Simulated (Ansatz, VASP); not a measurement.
**Sn3PbO4 in VASP and in Ansatz**

```xyz
8
Lattice="3.9052 0.0000 0.0000 0.0000 3.9052 0.0000 0.0000 0.0000 10.3493" Properties=species:S:1:pos:R:3 pbc="T T T"
Sn    1.9526    1.9526    6.4272
Sn    0.0000    0.0000    4.1316
Sn    0.0000    0.0000    9.1159
Pb    1.9526    1.9526    1.1550
O     1.9526    0.0000   -0.1300
O     1.9526    0.0000    5.2391
O     0.0000    1.9526   -0.1300
O     0.0000    1.9526    5.2391
```

Alike in both runs: functional PBE; k mesh 4 × 4 × 2; occupations gaussian, width 0.1 eV; no spin polarisation.

Ansatz relaxed the structure, and its values are those at the end. VASP's run is a single point on that final structure, the one shown.

```csv
,VASP,Ansatz
version,VASP 6.6.1,Ansatz 0.2.0
potentials or method,"VASP PAW PBE potentials, release 64 (Sn_d, Pb_d, O), cutoff 520 eV","scalar-relativistic, plane waves, PAW"
valence electrons in the cell,80,80
```

```csv
,VASP,Ansatz,Ansatz less VASP
gap on the k mesh at the Fermi level (eV),0.79,0.79,-0.008
least direct gap on the mesh (eV),1.67,1.70,+0.035
pressure (GPa),0.3,0.2,-0.12
rms of the force components (eV/Å),0.028,0.005,-0.0226
```

Neither program's run includes spin-orbit coupling.
